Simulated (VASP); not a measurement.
# LaZn (R-3m) in VASP: further runs

Runs on LaZn. Level: LDA. Tasks: electric field gradients.

Program: VASP 6.6.1. These are calculated values, not measurements. Logs are shortened: lines on timing, memory, paths and dates and some standing lists are left out, and cuts for length are marked.

### Step 1. The cell of the first run

The structure is trigonal, space group R-3m (No. 166). Conventional cell: a = 5.356 Å, b = 5.356 Å, c = 6.365 Å, α = 90.00°, β = 90.00°, γ = 120.00°. Within 4.2 Å of La (site symmetry -3m) lie 8 Zn at 3.18 to 3.27 Å and 6 La at 3.75 Å. Zn (site symmetry -3m) has 8 La at 3.18 to 3.27 Å and 6 Zn at 3.75 Å within 4.2 Å.

### Step 2. Electric field gradients, LDA (equal xy, yz and zx shear strains of -2 %)

File INCAR:

```
ALGO = Normal ; EDIFF = 1E-8
ENCUT = 520 ; ISIF = 2
ISMEAR = -1 ; LASPH = True
LCHARG = False ; LEFG = True
LREAL = False ; LWAVE = False
NBANDS = 18 ; NELM = 60
PREC = Accurate ; SIGMA = 0.05
```

File KPOINTS:

```
k-points
0
Gamma
  9 9 9
```

File POSCAR:

```
LaZn
1.0
    3.7500000000     -0.0375000000     -0.0375000000
   -0.0375000000      3.7500000000     -0.0375000000
   -0.0375000000     -0.0375000000      3.7500000000
La Zn
1 1
Direct
    0.5000000000      0.5000000000      0.5000000000
    0.0000000000      0.0000000000      0.0000000000
```

Potentials or basis: VASP PAW LDA potentials, release 64 (La, Zn).

Started as:

```console
$ cat potpaw_LDA.64/La/POTCAR potpaw_LDA.64/Zn/POTCAR > POTCAR
$ mpirun -np 1 vasp_std > vasp.out
```

OUTCAR:

```text
EDIFF = 1E-8
   ENCUT = 520
   ISIF = 2
   ISMEAR = -1
   LASPH = True
   LREAL = False
   NELM = 60
   PREC = Accurate

 ion  position               nearest neighbor table
   1  0.500  0.500  0.500-   2 3.18   2 3.18   2 3.27   2 3.27   2 3.27   2 3.27   2 3.27   2 3.27

   2  0.000  0.000  0.000-   1 3.18   1 3.18   1 3.27   1 3.27   1 3.27   1 3.27   1 3.27   1 3.27

  LATTYP: Found a trigonal (rhomboedric) cell.
 ALAT       =     3.7503749813
 COS(alpha) =    -0.0198960208

  Lattice vectors:

 A1 = (   3.7500000000,  -0.0375000000,  -0.0375000000)
 A2 = (  -0.0375000000,   3.7500000000,  -0.0375000000)
 A3 = (  -0.0375000000,  -0.0375000000,   3.7500000000)

Analysis of symmetry for initial positions (statically):
=====================================================================
 Subroutine PRICEL returns:
 Original cell was already a primitive cell.

 Routine SETGRP: Setting up the symmetry group for a
 trigonal (rhombohedral) supercell.

 Subroutine GETGRP returns: Found 12 space group operations
 (whereof 12 operations were pure point group operations)
 out of a pool of 12 trial point group operations.

The static configuration has the point symmetry D_3d.

Analysis of symmetry for dynamics (positions and initial velocities):
=====================================================================
 Subroutine PRICEL returns:
 Original cell was already a primitive cell.

 Routine SETGRP: Setting up the symmetry group for a
 trigonal (rhombohedral) supercell.

 Subroutine GETGRP returns: Found 12 space group operations
 (whereof 12 operations were pure point group operations)
 out of a pool of 12 trial point group operations.

The dynamic configuration has the point symmetry D_3d.

 Subroutine INISYM returns: Found 12 space group operations
 (whereof 12 operations are pure point group operations),
 and found     1 'primitive' translations

----------------------------------------------------------------------------------------

                                     Primitive cell

  volume of cell :      52.7184

  direct lattice vectors                    reciprocal lattice vectors
     3.750000000 -0.037500000 -0.037500000     0.266720550  0.002694147  0.002694147
    -0.037500000  3.750000000 -0.037500000     0.002694147  0.266720550  0.002694147
    -0.037500000 -0.037500000  3.750000000     0.002694147  0.002694147  0.266720550

  length of vectors
     3.750374981  3.750374981  3.750374981     0.266747762  0.266747762  0.266747762

  position of ions in fractional coordinates (direct lattice)
     0.500000000  0.500000000  0.500000000
     0.000000000  0.000000000  0.000000000

  ion indices of the primitive-cell ions
   primitive index   ion index
                 1           1
                 2           2

----------------------------------------------------------------------------------------

 KPOINTS: k-points

Automatic generation of k-mesh.
 Grid dimensions read from file:
 generate k-points for:    9    9    9

 Generating k-lattice:

  Cartesian coordinates                     Fractional coordinates (reciprocal lattice)
     0.029635617  0.000299350  0.000299350     0.111111111 -0.000000000  0.000000000
     0.000299350  0.029635617  0.000299350    -0.000000000  0.111111111  0.000000000
     0.000299350  0.000299350  0.029635617     0.000000000  0.000000000  0.111111111

  Length of vectors
     0.029638640  0.029638640  0.029638640

  Shift w.r.t. Gamma in fractional coordinates (k-lattice)
     0.000000000  0.000000000  0.000000000

 Subroutine IBZKPT returns following result:
 ===========================================

 Found     85 irreducible k-points:

 Following reciprocal coordinates:
            Coordinates               Weight
  0.000000  0.000000  0.000000      1.000000
  0.111111 -0.000000 -0.000000      6.000000
  0.222222 -0.000000 -0.000000      6.000000
  0.333333  0.000000  0.000000      6.000000
  0.444444 -0.000000 -0.000000      6.000000
  0.111111  0.111111 -0.000000      6.000000
[... 16 lines left out ...]
 -0.333333  0.333333  0.000000      6.000000
  0.444444  0.444444 -0.000000      6.000000
 [... further k-points ...]
   k-points           NKPTS =     85   k-points in BZ     NKDIM =     85   number of bands    NBANDS=     18
   number of dos      NEDOS =    301   number of ions     NIONS =      2
   total plane-waves  NPLWV =  21952
   dimension x,y,z NGX =    28 NGY =   28 NGZ =   28
   dimension x,y,z NGXF=    56 NGYF=   56 NGZF=   56
   ions per type =               1   1
   NGX,Y,Z   is equivalent  to a cutoff of  12.41, 12.41, 12.41 a.u.
   NGXF,Y,Z  is equivalent  to a cutoff of  24.82, 24.82, 24.82 a.u.
 SYSTEM =  unknown system
   PREC   = accura    normal or accurate (medium, high low for compatibility)
   ISTART =      0    job   : 0-new  1-cont  2-samecut
   ICHARG =      2    charge: 1-file 2-atom 10-const
   ISPIN  =      1    spin polarized calculation?
   LNONCOLLINEAR =      F non collinear calculations
   LSORBIT =      F    spin-orbit coupling
   LASPH  =      T    aspherical Exc in radial PAW
   ENCUT  =  520.0 eV  38.22 Ry    6.18 a.u.   6.97  6.97  6.97*2*pi/ulx,y,z
   NELM   =     60;   NELMIN=  2; NELMDL= -5     # of ELM steps
   EDIFF  = 0.1E-07   stopping-criterion for ELM
   LREAL  =      F    real-space projection
   EDIFFG = 0.1E-06   stopping-criterion for IOM
   NSW    =      0    number of steps for IOM
   IBRION =     -1    ionic relax: 0-MD 1-quasi-New 2-CG
   NFREE  =      0    steps in history (QN), initial steepest desc. (CG)
   ISIF   =      2    stress and relaxation
   ISYM   =      2    0-nonsym 1-usesym 2-fastsym
   POTIM  = 0.5000    time-step for ionic-motion
   TEBEG  =    0.0;   TEEND  =   0.0 temperature during run
   PSTRESS=    0.0 pullay stress
   NELECT =      23.0000    total number of electrons
   NUPDOWN=      -1.0000    fix difference up-down
   EMIN   =  10.00;   EMAX   =-10.00  energy-range for DOS
   EFERMI =   0.00;   METHOD = LEGACY
   ISMEAR =    -1;   SIGMA  =   0.05  broadening in eV -4-tet -1-fermi 0-gaus
   EFERMI_NEDOS =   21; number of points for ismear=-14 and -15
   IALGO  =     38    algorithm
   IMIX   =      4    mixing-type and parameters
     AMIX     =   0.40;   BMIX     =  1.00
     AMIX_MAG =   1.60;   BMIX_MAG =  1.00
  volume/ion in A,a.u.               =      26.36       177.88
  Fermi-wavevector in a.u.,A,eV,Ry     =   1.241642  2.346364 20.975777  1.541676
  Thomas-Fermi vector in A             =   2.376031
   LORBIT       =      0    0 simple, 1 ext, 2 COOP (PROOUT), +10 PAW based schemes
   GGA     = CA    functional components
   LHFCALC =     F    Hartree Fock is set to
   AEXX    =    0.0000 exact exchange contribution
   IVDW    =     0    specifies the selected vdW correction
   LEPSILON=     F    determine dielectric tensor
   LRPA    =     F    only Hartree local field effects (RPA)
 non-spin polarized calculation
  energy-cutoff  :      520.00
  volume of cell :       52.72
 maximum number of plane-waves:      1436
   NGX = 13   NGY = 13   NGZ = 13

 number of electron      23.0000032 magnetization

 Free energy of the ion-electron system (eV)
  ---------------------------------------------------
  ext. energy  EPLUGINS =         0.00000000
  ---------------------------------------------------
  free energy    TOTEN  =        -7.92827833 eV

  energy without entropy =       -7.90485275  energy(sigma->0) =       -7.91656554

 E-fermi :   6.0406     XC(G=0): -10.3753

 val. band max:        6.0322310849   @ k =  -0.2222  -0.4444   0.1111
 cond. band min:       6.0547053344   @ k =  -0.3333   0.4444   0.1111
 fundamental gap:      0.0224742495
 Fermi energy:         6.0405887567

 k-point     1 :       0.0000    0.0000    0.0000
  band No.  band energies     occupation
      1     -26.6529      2.00000
      2     -10.0658      2.00000
      3     -10.0309      2.00000
      4     -10.0309      2.00000
      5      -1.1009      2.00000
      6      -1.1009      2.00000
[... 10 lines left out ...]
     17       7.7798      0.00000
     18       7.7798      0.00000
[... 463 lines left out ...]
 k-point    24 :       0.4444    0.4444   -0.0000
  band No.  band energies     occupation
      1     -26.5215      2.00000
      2     -10.7127      2.00000
      3     -10.7078      2.00000
      4      -9.8881      2.00000
      5      -1.0834      2.00000
      6      -1.0481      2.00000
[... 10 lines left out ...]
     17       8.0597      0.00000
     18       8.1166      0.00000

 [... further k-points ...]

------------------------ aborting loop because EDIFF is reached ----------------------------------------

  FORCE on cell =-STRESS in cart. coord.  units (eV):
  Direction    XX          YY          ZZ          XY          YZ          ZX
  --------------------------------------------------------------------------------------
  -------------------------------------------------------------------------------------
  Total       -1.2995536     -1.2995536     -1.2995536      0.2058911      0.2058911      0.2058911
  in kB      -39.4950036    -39.4950036    -39.4950036      6.2572786      6.2572786      6.2572786
  external PRESSURE =     -39.4950036 kB  Pullay stress =       0.0000000 kB

 VOLUME and BASIS-vectors are now :
 -----------------------------------------------------------------------------
  energy-cutoff  :      520.00
  volume of cell :       52.72
      direct lattice vectors                 reciprocal lattice vectors
     3.750000000 -0.037500000 -0.037500000     0.266720550  0.002694147  0.002694147
    -0.037500000  3.750000000 -0.037500000     0.002694147  0.266720550  0.002694147
    -0.037500000 -0.037500000  3.750000000     0.002694147  0.002694147  0.266720550

 POSITION                                       TOTAL-FORCE (eV/Angst)
 -----------------------------------------------------------------------------------
      1.83750      1.83750      1.83750         0.000000      0.000000      0.000000
      0.00000      0.00000      0.00000        -0.000000     -0.000000      0.000000
 -----------------------------------------------------------------------------------
    total drift:                               -0.000000      0.000000      0.000000

  FREE ENERGIE OF THE ION-ELECTRON SYSTEM (eV)
  ---------------------------------------------------
  free  energy   TOTEN  =        -7.9282783312 eV

  energy  without entropy=       -7.9048527548  energy(sigma->0) =       -7.91656554

 Electric field gradients (V/A^2)
---------------------------------------------------------------------
 ion       V_xx      V_yy      V_zz      V_xy      V_xz      V_yz
---------------------------------------------------------------------
   1      -0.000    -0.000     0.000    -1.675    -1.675    -1.675
   2      -0.000    -0.000     0.000     2.887     2.887     2.887
---------------------------------------------------------------------

 Electric field gradients after diagonalization (V/A^2)
 (convention: |V_zz| > |V_xx| > |V_yy|)
----------------------------------------------------------------------
 ion       V_xx      V_yy      V_zz     asymmetry (V_yy - V_xx)/ V_zz
----------------------------------------------------------------------
   1       1.675     1.675    -3.349       0.000
   2      -2.887    -2.887     5.775       0.000
----------------------------------------------------------------------

           NMR quadrupolar parameters

 Cq : quadrupolar parameter    Cq=e*Q*V_zz/h
 eta: asymmetry parameters     (V_yy - V_xx)/ V_zz
 Q  : nuclear electric quadrupole moment in mb (millibarn)
----------------------------------------------------------------------
 ion       Cq(MHz)       eta       Q (mb)
----------------------------------------------------------------------
   1      -0.008       0.000       1.000
   2       0.014       0.000       1.000
----------------------------------------------------------------------
```

Wall time 97 s (1 thread of Oxide Virtual Turin-like, shared host); peak memory 0.19 GiB.

What came out:

```
Free energy : -7.9283 eV
Pressure    : -3.9 GPa
```

Levels at points of the mesh, in eV from the Fermi level:
```
           k point  band 9  band 10  band 11  band 12  band 13  band 14  band 15  band 16
(0.00, 0.00, 0.00)   -7.00    -6.06    -0.40    -0.40     1.57     1.57     1.61     1.71
```

Electric field gradients, principal values (V/Å²):
```tsv
atom	least	middle	greatest (by size)
1 La	1.675	1.675	-3.349
2 Zn	-2.887	-2.887	5.775
```

Caveat: the cell differs from its parent crystal (equal xy, yz and zx shear strains of -2 %); without QUAD_EFG the Cq values of the log hold for a quadrupole moment of 1 mb, not for the nuclei; spin-orbit coupling is left out, which moves the levels of the heavy elements.

### Step 3. Electric field gradients, LDA (equal xy, yz and zx shear strains of -1 %)

File INCAR:

```
ALGO = Normal
EDIFF = 1E-8
ENCUT = 520
ISIF = 2
ISMEAR = -1
LASPH = True
LCHARG = False
LEFG = True
LREAL = False
LWAVE = False
NBANDS = 18
NELM = 100
PREC = Accurate
SIGMA = 0.05
```

KPOINTS is that of step 2.

File POSCAR:

```
LaZn
1.0
    3.7500000000     -0.0187500000     -0.0187500000
   -0.0187500000      3.7500000000     -0.0187500000
   -0.0187500000     -0.0187500000      3.7500000000
La Zn
1 1
Direct
    0.5000000000      0.5000000000      0.5000000000
    0.0000000000      0.0000000000      0.0000000000
```

Potentials or basis: VASP PAW LDA potentials, release 64 (La, Zn).

Started as:

```console
$ cat potpaw_LDA.64/La/POTCAR potpaw_LDA.64/Zn/POTCAR > POTCAR
$ mpirun -np 1 vasp_std > vasp.out
```

OUTCAR:

```text
EDIFF = 1E-8
   ENCUT = 520
   ISIF = 2
   ISMEAR = -1
   LASPH = True
   LREAL = False
   NELM = 100
   PREC = Accurate

 ion  position               nearest neighbor table
   1  0.500  0.500  0.500-   2 3.22   2 3.22   2 3.26   2 3.26   2 3.26   2 3.26   2 3.26   2 3.26

   2  0.000  0.000  0.000-   1 3.22   1 3.22   1 3.26   1 3.26   1 3.26   1 3.26   1 3.26   1 3.26

  LATTYP: Found a trigonal (rhomboedric) cell.
 ALAT       =     3.7500937488
 COS(alpha) =    -0.0099745013

  Lattice vectors:

 A1 = (   3.7500000000,  -0.0187500000,  -0.0187500000)
[... 716 lines left out ...]
  ---------------------------------------------------
  free  energy   TOTEN  =        -7.9325958611 eV

  energy  without entropy=       -7.9090627283  energy(sigma->0) =       -7.92082929

 Electric field gradients (V/A^2)
---------------------------------------------------------------------
 ion       V_xx      V_yy      V_zz      V_xy      V_xz      V_yz
---------------------------------------------------------------------
   1      -0.000     0.000    -0.000    -1.032    -1.032    -1.032
   2      -0.000    -0.000     0.000     1.373     1.373     1.373
---------------------------------------------------------------------

 Electric field gradients after diagonalization (V/A^2)
 (convention: |V_zz| > |V_xx| > |V_yy|)
----------------------------------------------------------------------
 ion       V_xx      V_yy      V_zz     asymmetry (V_yy - V_xx)/ V_zz
----------------------------------------------------------------------
   1       1.032     1.032    -2.064       0.000
   2      -1.373    -1.373     2.747       0.000
----------------------------------------------------------------------

           NMR quadrupolar parameters

 Cq : quadrupolar parameter    Cq=e*Q*V_zz/h
 eta: asymmetry parameters     (V_yy - V_xx)/ V_zz
 Q  : nuclear electric quadrupole moment in mb (millibarn)
----------------------------------------------------------------------
 ion       Cq(MHz)       eta       Q (mb)
----------------------------------------------------------------------
   1      -0.005       0.000       1.000
   2       0.007       0.000       1.000
----------------------------------------------------------------------
```

It took 80 s on 1 thread of Oxide Virtual Turin-like, shared host; peak memory 0.19 GiB.

Results:

```
Free energy : -7.9326 eV
Pressure    : -4.0 GPa
```

Stress tensor (GPa, compression positive):
```
-3.99  0.30  0.30
 0.30 -3.99  0.30
 0.30  0.30 -3.99
```

Levels at points of the mesh, in eV from the Fermi level:
| k point | band 9 | band 10 | band 11 | band 12 | band 13 | band 14 | band 15 | band 16 |
| --- | --- | --- | --- | --- | --- | --- | --- | --- |
| (0.00, 0.00, 0.00) | -7.00 | -6.06 | -0.40 | -0.40 | 1.58 | 1.58 | 1.60 | 1.72 |

Electric field gradients, principal values (V/Å²):
| atom | least | middle | greatest (by size) |
| --- | --- | --- | --- |
| 1 La | 1.032 | 1.032 | -2.064 |
| 2 Zn | -1.373 | -1.373 | 2.747 |

Caveat: the cell differs from its parent crystal (equal xy, yz and zx shear strains of -1 %); without QUAD_EFG the Cq values of the log hold for a quadrupole moment of 1 mb, not for the nuclei; spin-orbit coupling is left out, which moves the levels of the heavy elements.

(Continued in part 2 of 2.)
